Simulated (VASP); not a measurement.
# CaF2 in VASP: notebook

CaF2 is run at these levels: PBE+D3(BJ); tasks: single point.

Everything below comes from runs of VASP 6.6.1. Logs are shortened: lines on timing, memory, paths and dates and some standing lists are left out, and cuts for length are marked.

### Step 1. The cell of the first run

The cell holds a slab with vacuum, 24 atoms: a = 7.735 Å, b = 5.469 Å, c = 23.801 Å, α = 90.00°, β = 90.00°, γ = 90.00°.

### Step 2. Single point, PBE+D3(BJ)

INCAR

```
SYSTEM = CaF2
PREC = Accurate ; ENCUT = 520
EDIFF = 1E-6 ; ISMEAR = 0
SIGMA = 0.05 ; LREAL = .False.
LASPH = .True. ; NELM = 120
ALGO = Normal ; ISIF = 2
LWAVE = .False. ; LCHARG = .False.
LDIPOL = .True. ; IDIPOL = 3
DIPOL = 0.5 0.5 0.458 ; GGA = PE
IVDW = 12 ; NBANDS = 114
GGA_COMPAT = .False. ; NELMDL = -8
```

KPOINTS

```
regular mesh
0
Gamma
  2 3 1
  0 0 0
```

POSCAR

```
CaF2
1.0
    7.7347822766      0.0000000000      0.0000000000
    0.0000000000      5.4693169988      0.0000000000
    0.0000000000      0.0000000000     23.8010867075
Ca F
8 16
Direct
    0.2500000000      0.5000000000      0.3361191066
    0.7500000000      0.5000000000      0.3361191066
    0.5000000000      0.0000000000      0.4173631100
    0.0000000000      0.0000000000      0.4173631100
    0.7501904412      0.4997561977      0.5024041883
    0.2498739108      0.4997614173      0.5022342172
   -0.0003510234     -0.0004192682      0.5739992185
    0.5005837958     -0.0003670800      0.5746489285
    0.5000000000      0.7500000000      0.3361191066
    0.0000000000      0.7500000000      0.3361191066
    0.5000000000      0.2500000000      0.3361191066
    0.0000000000      0.2500000000      0.3361191066
    0.7500000000      0.2500000000      0.4173631100
    0.2500000000      0.2500000000      0.4173631100
    0.7500000000      0.7500000000      0.4173631100
    0.2500000000      0.7500000000      0.4173631100
   -0.0001441569      0.7484887373      0.4984142775
    0.5001701621      0.7487982371      0.4989327978
   -0.0002281857      0.2510151244      0.4983758524
    0.5002831396      0.2507670150      0.4989315546
    0.2482499594      0.2368910005      0.5806043722
    0.7518061144      0.2380120611      0.5811609309
    0.2484367845      0.7619002303      0.5808988841
    0.7515468083      0.7610245017      0.5812676096
```

Potentials or basis: VASP PAW PBE potentials, release 64 (Ca_sv, F).

Launch:

```bash
$ cat potpaw_PBE.64/Ca_sv/POTCAR potpaw_PBE.64/F/POTCAR > POTCAR
$ mpirun -np 1 vasp_std > vasp.out
```

OUTCAR:

```text
SYSTEM = CaF2
   PREC = Accurate
   ENCUT = 520
   EDIFF = 1E-6
   ISMEAR = 0
   LREAL = .False.
   LASPH = .True.
   NELM = 120
   ISIF = 2
   GGA = PE
   IVDW = 12
   NELMDL = -8
 IVDW          = 12

 ion  position               nearest neighbor table
   1  0.250  0.500  0.336-   9 2.37  10 2.37  11 2.37  12 2.37  14 2.37  16 2.37
   2  0.750  0.500  0.336-   9 2.37  10 2.37  11 2.37  12 2.37  13 2.37  15 2.37
   3  0.500  0.000  0.417-  13 2.37  14 2.37  15 2.37  16 2.37   9 2.37  11 2.37  20 2.38  18 2.38

   4  0.000  0.000  0.417-  19 2.37  14 2.37  15 2.37  16 2.37  13 2.37  12 2.37  10 2.37  17 2.37

   5  0.750  0.500  0.502-  22 2.36  24 2.36  19 2.36  17 2.36  20 2.37  18 2.37  13 2.44  15 2.44

   6  0.250  0.500  0.502-  21 2.36  23 2.36  17 2.37  19 2.37  18 2.37  20 2.37  14 2.44  16 2.44

   7  1.000  1.000  0.574-  17 2.26  19 2.27  22 2.32  21 2.33  24 2.33  23 2.33
   8  0.501  1.000  0.575-  18 2.26  20 2.27  24 2.34  22 2.35  21 2.35  23 2.35
   9  0.500  0.750  0.336-   1 2.37   2 2.37   3 2.37
  10  0.000  0.750  0.336-   1 2.37   2 2.37   4 2.37
  11  0.500  0.250  0.336-   1 2.37   2 2.37   3 2.37
  12  0.000  0.250  0.336-   1 2.37   2 2.37   4 2.37
  13  0.750  0.250  0.417-   3 2.37   4 2.37   2 2.37   5 2.44
  14  0.250  0.250  0.417-   3 2.37   4 2.37   1 2.37   6 2.44
  15  0.750  0.750  0.417-   3 2.37   4 2.37   2 2.37   5 2.44
  16  0.250  0.750  0.417-   3 2.37   4 2.37   1 2.37   6 2.44
  17  1.000  0.748  0.498-   7 2.26   5 2.36   6 2.37   4 2.37
  18  0.500  0.749  0.499-   8 2.26   5 2.37   6 2.37   3 2.38
  19  1.000  0.251  0.498-   7 2.27   5 2.36   6 2.37   4 2.37
  20  0.500  0.251  0.499-   8 2.27   5 2.37   6 2.37   3 2.38
  21  0.248  0.237  0.581-   7 2.33   8 2.35   6 2.36
  22  0.752  0.238  0.581-   7 2.32   8 2.35   5 2.36
  23  0.248  0.762  0.581-   7 2.33   8 2.35   6 2.36
  24  0.752  0.761  0.581-   7 2.33   8 2.34   5 2.36

  LATTYP: Found a simple orthorhombic cell.
 ALAT       =     5.4693169988
 B/A-ratio  =     1.4142135624
 C/A-ratio  =     4.3517475240

  Lattice vectors:

 A1 = (   0.0000000000,  -5.4693169988,   0.0000000000)
 A2 = (   7.7347822766,   0.0000000000,   0.0000000000)
 A3 = (   0.0000000000,   0.0000000000,  23.8010867075)

Analysis of symmetry for initial positions (statically):
=====================================================================
 Subroutine PRICEL returns:
 Original cell was already a primitive cell.

 Routine SETGRP: Setting up the symmetry group for a
 simple orthorhombic supercell.

 Subroutine GETGRP returns: Found  1 space group operations
 (whereof  1 operations were pure point group operations)
 out of a pool of  8 trial point group operations.

The static configuration has the point symmetry C_1 .

Analysis of symmetry for dynamics (positions and initial velocities):
=====================================================================
 Subroutine PRICEL returns:
 Original cell was already a primitive cell.

 Routine SETGRP: Setting up the symmetry group for a
 simple orthorhombic supercell.

 Subroutine GETGRP returns: Found  1 space group operations
 (whereof  1 operations were pure point group operations)
 out of a pool of  8 trial point group operations.

The dynamic configuration has the point symmetry C_1 .

 Subroutine INISYM returns: Found  1 space group operations
 (whereof  1 operations are pure point group operations),
 and found     1 'primitive' translations

----------------------------------------------------------------------------------------

                                     Primitive cell

  volume of cell :    1006.8806

  direct lattice vectors                    reciprocal lattice vectors
     7.734782277  0.000000000  0.000000000     0.129286121  0.000000000  0.000000000
     0.000000000  5.469316999  0.000000000     0.000000000  0.182838186  0.000000000
     0.000000000  0.000000000 23.801086708     0.000000000  0.000000000  0.042014888

  length of vectors
     7.734782277  5.469316999 23.801086708     0.129286121  0.182838186  0.042014888

  position of ions in fractional coordinates (direct lattice)
     0.250000000  0.500000000  0.336119107
     0.750000000  0.500000000  0.336119107
     0.500000000  0.000000000  0.417363110
     0.000000000  0.000000000  0.417363110
     0.750190441  0.499756198  0.502404188
     0.249873911  0.499761417  0.502234217
[... 16 lines left out ...]
     0.248436785  0.761900230  0.580898884
     0.751546808  0.761024502  0.581267610

  ion indices of the primitive-cell ions
   primitive index   ion index
                 1           1
                 2           2
                 3           3
                 4           4
                 5           5
                 6           6
[... 16 lines left out ...]
                23          23
                24          24

----------------------------------------------------------------------------------------

 KPOINTS: regular mesh

Automatic generation of k-mesh.
 Grid dimensions read from file:
 generate k-points for:    2    3    1

 Generating k-lattice:

  Cartesian coordinates                     Fractional coordinates (reciprocal lattice)
     0.064643061  0.000000000  0.000000000     0.500000000  0.000000000  0.000000000
     0.000000000  0.060946062  0.000000000     0.000000000  0.333333333  0.000000000
     0.000000000  0.000000000  0.042014888     0.000000000  0.000000000  1.000000000

  Length of vectors
     0.064643061  0.060946062  0.042014888

  Shift w.r.t. Gamma in fractional coordinates (k-lattice)
     0.000000000  0.000000000  0.000000000

 Subroutine IBZKPT returns following result:
 ===========================================

 Found      4 irreducible k-points:

 Following reciprocal coordinates:
            Coordinates               Weight
  0.000000  0.000000  0.000000      1.000000
  0.500000  0.000000  0.000000      1.000000
  0.000000  0.333333  0.000000      2.000000
  0.500000  0.333333  0.000000      2.000000
   k-points           NKPTS =      4   k-points in BZ     NKDIM =      4   number of bands    NBANDS=    114
   number of dos      NEDOS =    301   number of ions     NIONS =     24
   total plane-waves  NPLWV = 453600
   dimension x,y,z NGX =    60 NGY =   42 NGZ =  180
   dimension x,y,z NGXF=   120 NGYF=   84 NGZF=  360
   ions per type =               8  16
   NGX,Y,Z   is equivalent  to a cutoff of  12.90, 12.77, 12.57 a.u.
   NGXF,Y,Z  is equivalent  to a cutoff of  25.79, 25.53, 25.15 a.u.
 SYSTEM =  CaF2
   PREC   = accura    normal or accurate (medium, high low for compatibility)
   ISTART =      0    job   : 0-new  1-cont  2-samecut
   ICHARG =      2    charge: 1-file 2-atom 10-const
   ISPIN  =      1    spin polarized calculation?
   LNONCOLLINEAR =      F non collinear calculations
   LSORBIT =      F    spin-orbit coupling
   LASPH  =      T    aspherical Exc in radial PAW
   ENCUT  =  520.0 eV  38.22 Ry    6.18 a.u.  14.38 10.17 44.25*2*pi/ulx,y,z
   NELM   =    120;   NELMIN=  2; NELMDL= -8     # of ELM steps
   EDIFF  = 0.1E-05   stopping-criterion for ELM
   LREAL  =      F    real-space projection
   EDIFFG = 0.1E-04   stopping-criterion for IOM
   NSW    =      0    number of steps for IOM
   IBRION =     -1    ionic relax: 0-MD 1-quasi-New 2-CG
   NFREE  =      0    steps in history (QN), initial steepest desc. (CG)
   ISIF   =      2    stress and relaxation
   ISYM   =      2    0-nonsym 1-usesym 2-fastsym
   POTIM  = 0.5000    time-step for ionic-motion
   TEBEG  =    0.0;   TEEND  =   0.0 temperature during run
   PSTRESS=    0.0 pullay stress
   NELECT =     192.0000    total number of electrons
   NUPDOWN=      -1.0000    fix difference up-down
   EMIN   =  10.00;   EMAX   =-10.00  energy-range for DOS
   EFERMI =   0.00;   METHOD = LEGACY
   ISMEAR =     0;   SIGMA  =   0.05  broadening in eV -4-tet -1-fermi 0-gaus
   EFERMI_NEDOS =   21; number of points for ismear=-14 and -15
   IALGO  =     38    algorithm
   IMIX   =      4    mixing-type and parameters
     AMIX     =   0.40;   BMIX     =  1.00
     AMIX_MAG =   1.60;   BMIX_MAG =  1.00
  volume/ion in A,a.u.               =      41.95       283.12
  Fermi-wavevector in a.u.,A,eV,Ry     =   0.942286  1.780662 12.080644  0.887902
  Thomas-Fermi vector in A             =   2.069880
   LORBIT       =      0    0 simple, 1 ext, 2 COOP (PROOUT), +10 PAW based schemes
   GGA     = PE    functional components
   LHFCALC =     F    Hartree Fock is set to
   AEXX    =    0.0000 exact exchange contribution
   IVDW    =    12    specifies the selected vdW correction
   LEPSILON=     F    determine dielectric tensor
   LRPA    =     F    only Hartree local field effects (RPA)
 non-spin polarized calculation
 Gauss-broadening in eV      SIGMA  =   0.05
  energy-cutoff  :      520.00
  volume of cell :     1006.88
 maximum number of plane-waves:     27153
 NGX is ok and might be reduce to    60
   NGX = 29   NGY = 21   NGZ = 89

 dipolmoment           0.000000      0.000000     -0.000002 electrons x Angstroem

 number of electron     192.0000044 magnetization

 dipolmoment           0.000000      0.000000      0.155800 electrons x Angstroem

 Free energy of the ion-electron system (eV)
  ---------------------------------------------------
  ext. energy  EPLUGINS =         0.00000000
  ---------------------------------------------------
  free energy    TOTEN  =      -135.26927409 eV

  energy without entropy =     -135.26927409  energy(sigma->0) =     -135.26927409

 E-fermi :  -4.0888     XC(G=0):  -3.6216

 val. band max:       -4.3738857987   @ k =   0.0000   0.0000   0.0000
 cond. band min:       0.6175023628   @ k =   0.0000   0.0000   0.0000
 fundamental gap:      4.9913881615
 Fermi energy:        -4.0887953800

 k-point     1 :       0.0000    0.0000    0.0000
  band No.  band energies     occupation
      1     -41.8314      2.00000
      2     -41.8214      2.00000
      3     -41.5116      2.00000
      4     -41.3768      2.00000
      5     -41.0783      2.00000
      6     -41.0654      2.00000
[... 100 lines left out ...]
    107       3.1726      0.00000
    108       3.3253      0.00000

 k-point     2 :       0.5000    0.0000    0.0000
  band No.  band energies     occupation
      1     -41.8275      2.00000
      2     -41.8253      2.00000
      3     -41.5114      2.00000
      4     -41.3770      2.00000
      5     -41.0753      2.00000
      6     -41.0685      2.00000
[... 100 lines left out ...]
    107       3.2838      0.00000
    108       3.2923      0.00000

 k-point     3 :       0.0000    0.3333    0.0000
  band No.  band energies     occupation
      1     -41.8313      2.00000
      2     -41.8214      2.00000
      3     -41.5114      2.00000
      4     -41.3765      2.00000
      5     -41.0784      2.00000
      6     -41.0654      2.00000
[... 100 lines left out ...]
    107       3.4202      0.00000
    108       3.4476      0.00000

 k-point     4 :       0.5000    0.3333    0.0000
  band No.  band energies     occupation
      1     -41.8275      2.00000
      2     -41.8252      2.00000
      3     -41.5112      2.00000
      4     -41.3767      2.00000
      5     -41.0754      2.00000
      6     -41.0685      2.00000
[... 100 lines left out ...]
    107       3.3550      0.00000
    108       3.3748      0.00000
 [bands above 108 left out]

------------------------ aborting loop because EDIFF is reached ----------------------------------------

 vacuum level on the upper side and lower side of the slab       (xc-potential included)         0.196        -0.448

 Edisp (eV)   -2.64856

 E8    (eV) :    -1.1414

  FORCE on cell =-STRESS in cart. coord.  units (eV):
  Direction    XX          YY          ZZ          XY          YZ          ZX
  --------------------------------------------------------------------------------------
  -------------------------------------------------------------------------------------
  Total     -10.59900     0.18424    -1.76903    -0.00049     0.01566    -0.00376
  in kB     -16.86544     0.29316    -2.81493    -0.00077     0.02492    -0.00599
  external pressure =       -6.46 kB  Pullay stress =        0.00 kB

 VOLUME and BASIS-vectors are now :
 -----------------------------------------------------------------------------
  energy-cutoff  :      520.00
  volume of cell :     1006.88
      direct lattice vectors                 reciprocal lattice vectors
     7.734782277  0.000000000  0.000000000     0.129286121  0.000000000  0.000000000
     0.000000000  5.469316999  0.000000000     0.000000000  0.182838186  0.000000000
     0.000000000  0.000000000 23.801086708     0.000000000  0.000000000  0.042014888

 POSITION                                       TOTAL-FORCE (eV/Angst)
 -----------------------------------------------------------------------------------
      1.93370      2.73466      8.00000        -0.003654      0.000579      1.297197
      5.80109      2.73466      8.00000         0.003637      0.000353      1.302236
      3.86739      0.00000      9.93370         0.004328     -0.002376     -0.598944
      0.00000      0.00000      9.93370        -0.004172     -0.002511     -0.621756
      5.80256      2.73333     11.95777         0.010176      0.000428     -0.016512
      1.93272      2.73335     11.95372        -0.010998      0.000835      0.005537
[... 16 lines left out ...]
      1.92160      4.16707     13.82602         0.071271     -0.035670      0.081357
      5.81305      4.16228     13.83480        -0.067682     -0.006592      0.064719
 -----------------------------------------------------------------------------------
    total drift:                               -0.000103     -0.000416      0.005243

  FREE ENERGIE OF THE ION-ELECTRON SYSTEM (eV)
  ---------------------------------------------------
  free  energy   TOTEN  =      -137.9178381595 eV

  energy  without entropy=     -137.9178381595  energy(sigma->0) =     -137.91783816

 vacuum level on the upper side and lower side of the slab         2.076         1.417
```

Wall time 39 min (1 thread of Intel Xeon Platinum 8375C at 2.90GHz (Ice Lake), shared host); peak memory 0.99 GiB.

Results:

```
Free energy                : -137.9178 eV
Largest force              : 1.302 eV/Å
Band gap on the k mesh     : 4.99 eV
Dispersion energy per atom : -0.110 eV
```

Forces in eV/Å, atoms in the order of the input:
```
Ca  -0.004  0.001  1.297
Ca   0.004  0.000  1.302
Ca   0.004 -0.002 -0.599
Ca  -0.004 -0.003 -0.622
Ca   0.010  0.000 -0.017
Ca  -0.011  0.001  0.006
Ca   0.027 -0.001 -0.020
Ca  -0.033 -0.001 -0.087
F   -0.001 -0.535 -0.425
F    0.001 -0.538 -0.429
F   -0.001  0.535 -0.424
F    0.001  0.538 -0.429
F   -0.015  0.160  0.043
F    0.015  0.159  0.045
F   -0.014 -0.160  0.045
F    0.014 -0.159  0.045
F   -0.005 -0.006 -0.016
F    0.005  0.003 -0.005
F   -0.005  0.006 -0.014
F    0.004 -0.003 -0.004
F    0.076  0.039  0.092
F   -0.073  0.008  0.070
F    0.071 -0.036  0.081
F   -0.068 -0.007  0.065
```

(Continued in part 2 of 2.)
